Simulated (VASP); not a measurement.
A run of VASP 6.6.1:

File INCAR:

```
SYSTEM = Ti3C
ALGO = Normal
DIPOL = 0.5 0.5 0.353
EDIFF = 1E-7
ENCUT = 520
GGA = PE
IDIPOL = 3
ISIF = 2
ISMEAR = 0
LASPH = .TRUE.
LCHARG = .TRUE.
LDIPOL = .TRUE.
LELF = .TRUE.
LREAL = .FALSE.
LVACPOTAV = .TRUE.
LVHAR = .TRUE.
LWAVE = .FALSE.
NBANDS = 28
NELM = 80
PREC = Accurate
SIGMA = 0.1
```

KPOINTS

```
k-points
0
G
  10 10 1
  0 0 0
```

POSCAR

```
Ti3C
1.0
    2.8192036111      0.0000000000      0.0000000000
   -0.9397345370      2.6579706546      0.0000000000
    0.0000000000      0.0000000000     19.8263803360
Ti C
3 1
Direct
    0.5000000000      0.5000000000      0.2017514005
    0.0000000000      0.0000000000      0.3111715305
    0.5000000000      0.5000000000      0.4199647235
    0.6666666667      1.0000000000      0.4810562235
```

Potentials or basis: VASP PAW PBE potentials, release 64 (Ti_sv, C).

Launch:

```sh
$ cat potpaw_PBE.64/Ti_sv/POTCAR potpaw_PBE.64/C/POTCAR > POTCAR
$ mpirun -np 1 vasp_std > vasp.out
```

Hardware: 1 thread of Intel Xeon 8259CL, with other jobs on the host.

Problem. Estimate the wall time of this run.

Solution. It took 13 min on 1 thread of Intel Xeon 8259CL, on a shared host, peak memory 0.39 GiB. Counts: scf iterations 30, k points 52.
